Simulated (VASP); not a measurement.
# AgO (F-43m) in VASP: notebook

The runs below take AgO through single point, with PBEsol.

Program: VASP 6.6.1. These are calculated values, not measurements. Logs are shortened: lines on timing, memory, paths and dates and some standing lists are left out, and cuts for length are marked.

### Step 1. The cell of the first run

Symmetry: F-43m, No. 216, cubic system. The conventional cell has a = 4.825 Å, b = 4.825 Å, c = 4.825 Å, α = 90.00°, β = 90.00°, γ = 90.00°. Within 2.8 Å of Ag (site symmetry -43m) lie 4 O at 2.09 Å. O (site symmetry -43m) has 4 Ag at 2.09 Å within 2.8 Å.

### Step 2. Single point, PBEsol

INCAR

```
PREC     = Accurate       # precision mode
ENCUT    = 520            # plane-wave cutoff, eV
EDIFF    = 1E-6           # SCF threshold, eV
ISMEAR   = 0              # smearing method
SIGMA    = 0.1            # smearing width, eV
LREAL    = F              # projectors in reciprocal space
LASPH    = T              # aspherical terms in the spheres
NELM     = 80             # most SCF steps
ALGO     = Normal         # electronic algorithm
ISIF     = 2              # what is computed and relaxed
LWAVE    = F              # write WAVECAR
LCHARG   = F              # write CHGCAR
GGA      = PS             # functional
NBANDS   = 16             # bands
```

KPOINTS

```
regular mesh
0
Gamma
  14 14 14
```

POSCAR

```
AgO
1.0
    0.0000000000      2.4126983936      2.4126983936
    2.4126983936      0.0000000000      2.4126983936
    2.4126983936      2.4126983936      0.0000000000
Ag O
1 1
Direct
    0.0000000000      0.0000000000      0.0000000000
    0.7500000000      0.7500000000      0.7500000000
```

Potentials or basis: VASP PAW PBE potentials, release 64 (Ag, O).

On the command line:

```sh
$ cat potpaw_PBE.64/Ag/POTCAR potpaw_PBE.64/O/POTCAR > POTCAR
$ mpirun -np 1 vasp_std > vasp.out
```

OUTCAR:

```text
PREC = Accurate
   ENCUT = 520
   EDIFF = 1E-6
   ISMEAR = 0
   LREAL = F
   LASPH = T
   NELM = 80
   ISIF = 2
   GGA = PS

 ion  position               nearest neighbor table
   1  0.000  0.000  0.000-   2 2.09   2 2.09   2 2.09   2 2.09
   2  0.750  0.750  0.750-   1 2.09   1 2.09   1 2.09   1 2.09

  LATTYP: Found a face centered cubic cell.
 ALAT       =     4.8253967872

  Lattice vectors:

 A1 = (   0.0000000000,   2.4126983936,   2.4126983936)
 A2 = (   2.4126983936,   0.0000000000,   2.4126983936)
 A3 = (   2.4126983936,   2.4126983936,   0.0000000000)

Analysis of symmetry for initial positions (statically):
=====================================================================
 Subroutine PRICEL returns:
 Original cell was already a primitive cell.

 Routine SETGRP: Setting up the symmetry group for a
 face centered cubic supercell.

 Subroutine GETGRP returns: Found 24 space group operations
 (whereof 24 operations were pure point group operations)
 out of a pool of 48 trial point group operations.

The static configuration has the point symmetry T_d .

Analysis of symmetry for dynamics (positions and initial velocities):
=====================================================================
 Subroutine PRICEL returns:
 Original cell was already a primitive cell.

 Routine SETGRP: Setting up the symmetry group for a
 face centered cubic supercell.

 Subroutine GETGRP returns: Found 24 space group operations
 (whereof 24 operations were pure point group operations)
 out of a pool of 48 trial point group operations.

The dynamic configuration has the point symmetry T_d .

 Subroutine INISYM returns: Found 24 space group operations
 (whereof 24 operations are pure point group operations),
 and found     1 'primitive' translations

----------------------------------------------------------------------------------------

                                     Primitive cell

  volume of cell :      28.0892

  direct lattice vectors                    reciprocal lattice vectors
     0.000000000  2.412698394  2.412698394    -0.207236844  0.207236844  0.207236844
     2.412698394  0.000000000  2.412698394     0.207236844 -0.207236844  0.207236844
     2.412698394  2.412698394  0.000000000     0.207236844  0.207236844 -0.207236844

  length of vectors
     3.412070790  3.412070790  3.412070790     0.358944743  0.358944743  0.358944743

  position of ions in fractional coordinates (direct lattice)
     0.000000000  0.000000000  0.000000000
     0.750000000  0.750000000  0.750000000

  ion indices of the primitive-cell ions
   primitive index   ion index
                 1           1
                 2           2

----------------------------------------------------------------------------------------

 KPOINTS: regular mesh

Automatic generation of k-mesh.
 Grid dimensions read from file:
 generate k-points for:   14   14   14

 Generating k-lattice:

  Cartesian coordinates                     Fractional coordinates (reciprocal lattice)
    -0.014802632  0.014802632  0.014802632     0.071428571  0.000000000  0.000000000
     0.014802632 -0.014802632  0.014802632     0.000000000  0.071428571  0.000000000
     0.014802632  0.014802632 -0.014802632     0.000000000  0.000000000  0.071428571

  Length of vectors
     0.025638910  0.025638910  0.025638910

  Shift w.r.t. Gamma in fractional coordinates (k-lattice)
     0.000000000  0.000000000  0.000000000

 Subroutine IBZKPT returns following result:
 ===========================================

 Found    104 irreducible k-points:

 Following reciprocal coordinates:
            Coordinates               Weight
  0.000000  0.000000  0.000000      1.000000
  0.071429  0.000000  0.000000      8.000000
  0.142857  0.000000  0.000000      8.000000
  0.214286  0.000000  0.000000      8.000000
  0.285714  0.000000  0.000000      8.000000
  0.357143  0.000000  0.000000      8.000000
[... 16 lines left out ...]
  0.214286  0.142857  0.000000     24.000000
  0.285714  0.142857  0.000000     24.000000
 [... further k-points ...]
   k-points           NKPTS =    104   k-points in BZ     NKDIM =    104   number of bands    NBANDS=     16
   number of dos      NEDOS =    301   number of ions     NIONS =      2
   total plane-waves  NPLWV =  21952
   dimension x,y,z NGX =    28 NGY =   28 NGZ =   28
   dimension x,y,z NGXF=    56 NGYF=   56 NGZF=   56
   ions per type =               1   1
   NGX,Y,Z   is equivalent  to a cutoff of  13.64, 13.64, 13.64 a.u.
   NGXF,Y,Z  is equivalent  to a cutoff of  27.28, 27.28, 27.28 a.u.
 SYSTEM =  unknown system
   PREC   = accura    normal or accurate (medium, high low for compatibility)
   ISTART =      0    job   : 0-new  1-cont  2-samecut
   ICHARG =      2    charge: 1-file 2-atom 10-const
   ISPIN  =      1    spin polarized calculation?
   LNONCOLLINEAR =      F non collinear calculations
   LSORBIT =      F    spin-orbit coupling
   LASPH  =      T    aspherical Exc in radial PAW
   ENCUT  =  520.0 eV  38.22 Ry    6.18 a.u.   6.34  6.34  6.34*2*pi/ulx,y,z
   NELM   =     80;   NELMIN=  2; NELMDL= -5     # of ELM steps
   EDIFF  = 0.1E-05   stopping-criterion for ELM
   LREAL  =      F    real-space projection
   EDIFFG = 0.1E-04   stopping-criterion for IOM
   NSW    =      0    number of steps for IOM
   IBRION =     -1    ionic relax: 0-MD 1-quasi-New 2-CG
   NFREE  =      0    steps in history (QN), initial steepest desc. (CG)
   ISIF   =      2    stress and relaxation
   ISYM   =      2    0-nonsym 1-usesym 2-fastsym
   POTIM  = 0.5000    time-step for ionic-motion
   TEBEG  =    0.0;   TEEND  =   0.0 temperature during run
   PSTRESS=    0.0 pullay stress
   NELECT =      17.0000    total number of electrons
   NUPDOWN=      -1.0000    fix difference up-down
   EMIN   =  10.00;   EMAX   =-10.00  energy-range for DOS
   EFERMI =   0.00;   METHOD = LEGACY
   ISMEAR =     0;   SIGMA  =   0.10  broadening in eV -4-tet -1-fermi 0-gaus
   EFERMI_NEDOS =   21; number of points for ismear=-14 and -15
   IALGO  =     38    algorithm
   IMIX   =      4    mixing-type and parameters
     AMIX     =   0.40;   BMIX     =  1.00
     AMIX_MAG =   1.60;   BMIX_MAG =  1.00
  volume/ion in A,a.u.               =      14.04        94.78
  Fermi-wavevector in a.u.,A,eV,Ry     =   1.384771  2.616839 26.090423  1.917592
  Thomas-Fermi vector in A             =   2.509244
   LORBIT       =      0    0 simple, 1 ext, 2 COOP (PROOUT), +10 PAW based schemes
   GGA     = PS    functional components
   LHFCALC =     F    Hartree Fock is set to
   AEXX    =    0.0000 exact exchange contribution
   IVDW    =     0    specifies the selected vdW correction
   LEPSILON=     F    determine dielectric tensor
   LRPA    =     F    only Hartree local field effects (RPA)
 non-spin polarized calculation
 Gauss-broadening in eV      SIGMA  =   0.10
  energy-cutoff  :      520.00
  volume of cell :       28.09
 maximum number of plane-waves:       769
 NGX is ok and might be reduce to    28
   NGX = 13   NGY = 13   NGZ = 13

 number of electron      16.9999998 magnetization

 Free energy of the ion-electron system (eV)
  ---------------------------------------------------
  ext. energy  EPLUGINS =         0.00000000
  ---------------------------------------------------
  free energy    TOTEN  =        -8.01956880 eV

  energy without entropy =       -8.00881863  energy(sigma->0) =       -8.01419372

 E-fermi :   4.7430     XC(G=0): -11.2565

 val. band max:        4.7425714004   @ k =   0.2857   0.2143   0.0000
 cond. band min:       4.7432142202   @ k =   0.4286   0.2143   0.0714
 fundamental gap:      0.0006428199
 Fermi energy:         4.7430309135

 k-point     1 :       0.0000    0.0000    0.0000
  band No.  band energies     occupation
      1     -13.6024      2.00000
      2      -1.2923      2.00000
      3      -1.2923      2.00000
      4      -1.2923      2.00000
      5       1.4893      2.00000
      6       1.4893      2.00000
[... 8 lines left out ...]
     15      24.3204      0.00000
     16      24.3204      0.00000

 k-point     2 :       0.0714    0.0000    0.0000
  band No.  band energies     occupation
      1     -13.5836      2.00000
      2      -1.3097      2.00000
      3      -1.2672      2.00000
      4      -1.2672      2.00000
      5       1.4813      2.00000
      6       1.4813      2.00000
[... 8 lines left out ...]
     15      24.1170      0.00000
     16      24.1170      0.00000

 k-point     3 :       0.1429    0.0000    0.0000
  band No.  band energies     occupation
      1     -13.5320      2.00000
      2      -1.3364      2.00000
      3      -1.1984      2.00000
      4      -1.1984      2.00000
      5       1.4659      2.00000
      6       1.4659      2.00000
[... 8 lines left out ...]
     15      23.7536      0.00000
     16      23.7536      0.00000

 k-point     4 :       0.2143    0.0000    0.0000
  band No.  band energies     occupation
      1     -13.4575      2.00000
      2      -1.3167      2.00000
      3      -1.1041      2.00000
      4      -1.1041      2.00000
      5       1.4647      2.00000
      6       1.4647      2.00000
[... 8 lines left out ...]
     15      23.5859      0.00000
     16      23.5859      0.00000
[... 324 lines left out ...]
 k-point    22 :       0.1429    0.1429    0.0000
  band No.  band energies     occupation
      1     -13.5089      2.00000
      2      -1.4414      2.00000
      3      -1.1129      2.00000
      4      -1.1129      2.00000
      5       1.3403      2.00000
      6       1.5566      2.00000
[... 8 lines left out ...]
     15      25.8621      0.00000
     16      25.8621      0.00000

 k-point    23 :       0.2143    0.1429    0.0000
  band No.  band energies     occupation
      1     -13.4533      2.00000
      2      -1.4698      2.00000
      3      -1.0162      2.00000
      4      -1.0103      2.00000
      5       1.2858      2.00000
      6       1.5862      2.00000
[... 8 lines left out ...]
     15      25.4338      0.00000
     16      26.0319      0.00000

 k-point    24 :       0.2857    0.1429    0.0000
  band No.  band energies     occupation
      1     -13.3824      2.00000
      2      -1.4213      2.00000
      3      -0.9107      2.00000
      4      -0.8981      2.00000
      5       1.2774      2.00000
      6       1.6217      2.00000
[... 8 lines left out ...]
     15      24.8655      0.00000
     16      25.8272      0.00000

 [... further k-points ...]

------------------------ aborting loop because EDIFF is reached ----------------------------------------

  FORCE on cell =-STRESS in cart. coord.  units (eV):
  Direction    XX          YY          ZZ          XY          YZ          ZX
  --------------------------------------------------------------------------------------
  -------------------------------------------------------------------------------------
  Total        1.7172690      1.7172690      1.7172690      0.0000000      0.0000000      0.0000000
  in kB       97.9512116     97.9512116     97.9512116      0.0000000      0.0000000      0.0000000
  external PRESSURE =      97.9512116 kB  Pullay stress =       0.0000000 kB

 VOLUME and BASIS-vectors are now :
 -----------------------------------------------------------------------------
  energy-cutoff  :      520.00
  volume of cell :       28.09
      direct lattice vectors                 reciprocal lattice vectors
     0.000000000  2.412698394  2.412698394    -0.207236844  0.207236844  0.207236844
     2.412698394  0.000000000  2.412698394     0.207236844 -0.207236844  0.207236844
     2.412698394  2.412698394  0.000000000     0.207236844  0.207236844 -0.207236844

 POSITION                                       TOTAL-FORCE (eV/Angst)
 -----------------------------------------------------------------------------------
      0.00000      0.00000      0.00000         0.000000      0.000000      0.000000
      3.61905      3.61905      3.61905        -0.000000     -0.000000     -0.000000
 -----------------------------------------------------------------------------------
    total drift:                               -0.000000     -0.000000     -0.000000

  FREE ENERGIE OF THE ION-ELECTRON SYSTEM (eV)
  ---------------------------------------------------
  free  energy   TOTEN  =        -8.0195688035 eV

  energy  without entropy=       -8.0088186324  energy(sigma->0) =       -8.01419372
```

It took 46 s on 1 thread of Intel Xeon Platinum 8124M at 3.00GHz (Skylake/Cascade Lake), shared host; peak memory 0.19 GiB.

Results:

| Quantity | Value |
| --- | --- |
| Free energy | -8.0196 eV |
| Pressure | 9.8 GPa |

Levels at points of the mesh, in eV from the Fermi level:
| k point | band 5 | band 6 | band 7 | band 8 | band 9 | band 10 | band 11 | band 12 | band 13 | band 14 |
| --- | --- | --- | --- | --- | --- | --- | --- | --- | --- | --- |
| (0.00, 0.00, 0.00) | -3.25 | -3.25 | 0.19 | 0.91 | 0.91 | 0.91 | 14.02 | 14.02 | 14.02 | 18.71 |
| (0.50, 0.00, 0.00) | -3.06 | -3.06 | -2.84 | -0.05 | -0.05 | 5.42 | 6.91 | 13.93 | 13.93 | 16.18 |
| (0.50, 0.50, 0.00) | -3.45 | -2.89 | -1.88 | -1.44 | -1.44 | 5.99 | 9.08 | 11.47 | 13.53 | 13.53 |

Caveat: the PAW data sets were made with another functional, which shifts forces and pressure a little; an odd number of electrons without spin polarisation forces a metal; a magnetic or distorted state may lie lower.

### Step 3. Single point, PBEsol

This run uses another cell than the first one, of 14.54 Å³/atom, 1.035 times its volume.

INCAR

```
SYSTEM = AgO
PREC = Accurate
ENCUT = 520
EDIFF = 1E-6
ISMEAR = 0
SIGMA = 0.1
LREAL = .False.
LASPH = .True.
NELM = 60
ALGO = Normal
ISIF = 2
LWAVE = .False.
LCHARG = .False.
GGA = PS
NBANDS = 16
```

KPOINTS

```
regular mesh
0
Gamma
  14 14 14
  0 0 0
```

POSCAR

```
AgO
1.0
    0.0000000000      2.4406804042      2.4406804042
    2.4406804042      0.0000000000      2.4406804042
    2.4406804042      2.4406804042      0.0000000000
Ag O
1 1
Direct
    0.0000000000      0.0000000000      0.0000000000
    0.7500000000      0.7500000000      0.7500000000
```

Potentials or basis: VASP PAW PBE potentials, release 64 (Ag, O).

On the command line:

```sh
$ cat potpaw_PBE.64/Ag/POTCAR potpaw_PBE.64/O/POTCAR > POTCAR
$ mpirun -np 1 vasp_std > vasp.out
```

Run time: 44 s. Hardware: 1 thread of Intel Xeon Platinum 8124M at 3.00GHz (Skylake/Cascade Lake), shared host; peak memory 0.19 GiB.

It converged, with:

```
Free energy : -8.0654 eV
Pressure    : 4.8 GPa
```

Levels at points of the mesh, in eV from the Fermi level:
| k point | band 6 | band 7 | band 8 | band 9 | band 10 | band 11 | band 12 | band 13 |
| --- | --- | --- | --- | --- | --- | --- | --- | --- |
| (0.00, 0.00, 0.00) | -3.13 | 0.24 | 0.87 | 0.87 | 0.87 | 13.86 | 13.86 | 13.86 |
| (0.50, 0.00, 0.00) | -2.95 | -2.76 | -0.04 | -0.04 | 5.36 | 6.84 | 13.74 | 13.74 |
| (0.50, 0.50, 0.00) | -2.79 | -1.81 | -1.37 | -1.37 | 5.94 | 8.86 | 11.36 | 13.32 |

Caveat: the PAW data sets were made with another functional, which shifts forces and pressure a little; an odd number of electrons without spin polarisation forces a metal; a magnetic or distorted state may lie lower.

### Step 4. Single point, PBEsol

This run uses another cell than the first one, of 14.89 Å³/atom, 1.060 times its volume.

INCAR

```
PREC = Accurate ; ENCUT = 520
EDIFF = 1E-7 ; ISMEAR = 0
SIGMA = 0.1 ; LREAL = F
LASPH = T ; NELM = 100
ALGO = Normal ; ISIF = 2
LWAVE = F ; LCHARG = F
GGA = PS ; NBANDS = 16
```

KPOINTS

```
regular mesh
0
Gamma
  14 14 14
```

POSCAR

```
AgO
1.0
    0.0000000000      2.4600722431      2.4600722431
    2.4600722431      0.0000000000      2.4600722431
    2.4600722431      2.4600722431      0.0000000000
Ag O
1 1
Direct
    0.0000000000      0.0000000000      0.0000000000
    0.7500000000      0.7500000000      0.7500000000
```

On the command line:

```sh
$ cat potpaw_PBE.64/Ag/POTCAR potpaw_PBE.64/O/POTCAR > POTCAR
$ mpirun -np 1 vasp_std > vasp.out
```

Wall time 43 s (1 thread of Intel Xeon Platinum 8124M at 3.00GHz (Skylake/Cascade Lake), shared host); peak memory 0.19 GiB.

It converged, with:

| Item | Value |
| --- | --- |
| Free energy | -8.0805 eV |
| Pressure | 1.9 GPa |

Levels at points of the mesh, in eV from the Fermi level:
```csv
k point,band 6,band 7,band 8,band 9,band 10,band 11,band 12,band 13
"(0.00, 0.00, 0.00)",-3.06,0.27,0.84,0.84,0.84,13.74,13.74,13.74
"(0.50, 0.00, 0.00)",-2.88,-2.70,-0.03,-0.03,5.33,6.79,13.61,13.61
"(0.50, 0.50, 0.00)",-2.73,-1.77,-1.33,-1.33,5.92,8.70,11.29,13.17
```

Caveat: the PAW data sets were made with another functional, which shifts forces and pressure a little; an odd number of electrons without spin polarisation forces a metal; a magnetic or distorted state may lie lower.

### Step 5. Overview

```tsv
cell	gap on the mesh (eV)	pressure (GPa)
a = 3.412 Å, angles 60.0°, 2 atoms	none	9.8
a = 3.452 Å, angles 60.0°, 2 atoms	none	4.8
a = 3.479 Å, angles 60.0°, 2 atoms	none	1.9
```

Alike in all rows: task single point; level PBEsol; potentials or basis VASP PAW PBE potentials, release 64 (Ag, O); no spin polarisation; k mesh 14 × 14 × 14; cutoff (eV) 520; smearing gaussian 0.1 eV.

Caveats: the PAW data sets were made with another functional, which shifts forces and pressure a little; an odd number of electrons without spin polarisation forces a metal; a magnetic or distorted state may lie lower.

Total energies depend on the potentials used, so only differences within one code and one set of settings carry meaning.
